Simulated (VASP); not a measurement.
# RbBr (Fm-3m) in VASP: notebook, part 2 of 2

VASP 6.6.1. The steps go on from the part before.

## Step 3: Single point, PBEsol

This run uses another cell than the first one, of 32.50 Å³/atom, 1.392 times its volume.

Contents of INCAR:

```
  ALGO = Normal
  EDIFF = 1E-6
  ENCUT = 520
  GGA = PS
  ISIF = 2
  ISMEAR = -1
  LASPH = True
  LCHARG = False
  LREAL = False
  LWAVE = False
  NBANDS = 15
  NELM = 100
  PREC = Accurate
  SIGMA = 0.05
```

Contents of KPOINTS:

```
k-points
0
Gamma
  7 7 7
```

Contents of POSCAR:

```
RbBr
1.0
    0.0000000000      3.1912854672      3.1912854672
    3.1912854672      0.0000000000      3.1912854672
    3.1912854672      3.1912854672      0.0000000000
Rb Br
1 1
Direct
    0.0000000000      0.0000000000      0.0000000000
    0.5000000000      0.5000000000      0.5000000000
```

Potentials or basis: VASP PAW PBE potentials, release 64 (Rb_sv, Br).

Launch:

```bash
cat potpaw_PBE.64/Rb_sv/POTCAR potpaw_PBE.64/Br/POTCAR > POTCAR
mpirun -np 1 vasp_std > vasp.out
```

OUTCAR:

```text
EDIFF = 1E-6
   ENCUT = 520
   GGA = PS
   ISIF = 2
   ISMEAR = -1
   LASPH = True
   LREAL = False
   NELM = 100
   PREC = Accurate

 ion  position               nearest neighbor table
   1  0.000  0.000  0.000-   2 3.19   2 3.19   2 3.19   2 3.19   2 3.19   2 3.19
   2  0.500  0.500  0.500-   1 3.19   1 3.19   1 3.19   1 3.19   1 3.19   1 3.19

  LATTYP: Found a face centered cubic cell.
 ALAT       =     6.3825709344

  Lattice vectors:

 A1 = (   0.0000000000,   3.1912854672,   3.1912854672)
 A2 = (   3.1912854672,   0.0000000000,   3.1912854672)
 A3 = (   3.1912854672,   3.1912854672,   0.0000000000)

Analysis of symmetry for initial positions (statically):
=====================================================================
 Subroutine PRICEL returns:
 Original cell was already a primitive cell.

 Routine SETGRP: Setting up the symmetry group for a
 face centered cubic supercell.

 Subroutine GETGRP returns: Found 48 space group operations
 (whereof 48 operations were pure point group operations)
 out of a pool of 48 trial point group operations.

[... 168 lines left out ...]
      3      -8.9940      2.00000
      4      -8.9940      2.00000
      5      -8.9940      2.00000
      6      -0.8905      2.00000
      7      -0.8905      2.00000
      8      -0.8905      2.00000
      9       3.8797      0.00000
     10       6.2340      0.00000
     11       6.2340      0.00000
     12       6.2340      0.00000
     13       7.3115      0.00000
     14       7.3115      0.00000
[... 329 lines left out ...]
      2     -13.3521      2.00000
      3      -9.3131      2.00000
      4      -9.2160      2.00000
      5      -8.9431      2.00000
      6      -1.7013      2.00000
      7      -1.2948      2.00000
      8      -1.2932      2.00000
      9       5.8190      0.00000
     10       6.7177      0.00000
     11       8.2450      0.00000
     12       8.5693      0.00000
     13      10.1710      0.00000
     14      10.6223      0.00000
     15      11.7991      0.00000

------------------------ aborting loop because EDIFF is reached ----------------------------------------

  FORCE on cell =-STRESS in cart. coord.  units (eV):
  Direction    XX          YY          ZZ          XY          YZ          ZX
  --------------------------------------------------------------------------------------
  -------------------------------------------------------------------------------------
  Total        2.0700356      2.0700356      2.0700356     -0.0000000     -0.0000000      0.0000000
  in kB       51.0224654     51.0224654     51.0224654     -0.0000000     -0.0000000      0.0000000
  external PRESSURE =      51.0224654 kB  Pullay stress =       0.0000000 kB

 VOLUME and BASIS-vectors are now :
 -----------------------------------------------------------------------------
  energy-cutoff  :      520.00
  volume of cell :       65.00
      direct lattice vectors                 reciprocal lattice vectors
     0.000000000  3.191285467  3.191285467    -0.156676676  0.156676676  0.156676676
     3.191285467  0.000000000  3.191285467     0.156676676 -0.156676676  0.156676676
     3.191285467  3.191285467  0.000000000     0.156676676  0.156676676 -0.156676676

 POSITION                                       TOTAL-FORCE (eV/Angst)
 -----------------------------------------------------------------------------------
      0.00000      0.00000      0.00000        -0.000000      0.000000      0.000000
      3.19129      3.19129      3.19129         0.000000     -0.000000     -0.000000
 -----------------------------------------------------------------------------------
    total drift:                                0.000000      0.000000      0.000000

  FREE ENERGIE OF THE ION-ELECTRON SYSTEM (eV)
  ---------------------------------------------------
  free  energy   TOTEN  =        -6.1580618540 eV

  energy  without entropy=       -6.1580618539  energy(sigma->0) =       -6.15806185
```

stdout:

```text
POSCAR found type information on POSCAR RbBr
 POSCAR found :  2 types and       2 ions
 scaLAPACK will be used
 -----------------------------------------------------------------------------
|                                                                             |
|                                                                             |
|     You enforced a specific xc type in the INCAR file but a different       |
|     I HOPE YOU KNOW WHAT YOU ARE DOING!                                     |
|                                                                             |
 -----------------------------------------------------------------------------

 LDA part: xc-table for (Slater+PW92), standard interpolation
 POSCAR, INCAR and KPOINTS ok, starting setup
 FFT: planning ... GRIDC
 FFT: planning ... GRID_SOFT
 FFT: planning ... GRID
 WAVECAR not read
 entering main loop
```

Run time: 19 s. Hardware: 1 thread of Intel Xeon Platinum 8488C (Sapphire Rapids), shared host; peak memory 0.2 GiB.

Results:

| Property | Result |
| --- | --- |
| Free energy | -6.1581 eV |
| Pressure | 5.1 GPa |
| Band gap on the k mesh | 4.77 eV, direct |

Caveat: the PAW data sets were made with another functional, which shifts forces and pressure a little.

## Step 4: Single point, PBEsol

This run uses another cell than the first one, of 35.98 Å³/atom, 1.541 times its volume.

Contents of INCAR:

```
ALGO = Normal ; EDIFF = 1E-6
ENCUT = 520 ; GGA = PS
ISIF = 2 ; ISMEAR = -1
LASPH = True ; LCHARG = True
LELF = True ; LREAL = False
LVHAR = True ; LWAVE = False
NBANDS = 15 ; NELM = 80
PREC = Accurate ; SIGMA = 0.05
```

KPOINTS is that of step 3.

Contents of POSCAR:

```
RbBr
1.0
    0.0000000000      3.3013096464      3.3013096464
    3.3013096464      0.0000000000      3.3013096464
    3.3013096464      3.3013096464      0.0000000000
Rb Br
1 1
Direct
    0.0000000000      0.0000000000      0.0000000000
    0.5000000000      0.5000000000      0.5000000000
```

Launch:

```bash
cat potpaw_PBE.64/Rb_sv/POTCAR potpaw_PBE.64/Br/POTCAR > POTCAR
mpirun -np 1 vasp_std > vasp.out
```

Run time: 21 s. Hardware: 1 thread of Intel Xeon Platinum 8488C (Sapphire Rapids), shared host; peak memory 0.21 GiB.

The run converged. Its results:

* Free energy: -6.3073 eV
* Pressure: 2.0 GPa
* Band gap on the k mesh: 4.48 eV, direct

Levels at points of the mesh, in eV from the valence-band top:
```csv
k point,band 5,band 6,band 7,band 8,band 9,band 10,band 11,band 12
"(0.00, 0.00, 0.00)",-8.24,0.00,0.00,0.00,4.48,7.19,7.19,7.19
```

Caveat: the PAW data sets were made with another functional, which shifts forces and pressure a little. A hybrid or GW would open this gap; PBEsol tends to underestimate it.

## Step 5: Summary

| cell | gap on the mesh (eV) | pressure (GPa) |
| --- | --- | --- |
| a = 4.042 Å, angles 60.0°, 2 atoms | 3.98 | 30.4 |
| a = 4.513 Å, angles 60.0°, 2 atoms | 4.77 | 5.1 |
| a = 4.669 Å, angles 60.0°, 2 atoms | 4.48 | 2.0 |

Alike in all rows: task single point; level PBEsol; potentials or basis VASP PAW PBE potentials, release 64 (Rb_sv, Br); no spin polarisation; k mesh 7 × 7 × 7; cutoff (eV) 520; smearing fermi-dirac 0.05 eV.

Caveats: the PAW data sets were made with another functional, which shifts forces and pressure a little.

Total energies depend on the potentials used, so only differences within one code and one set of settings carry meaning.
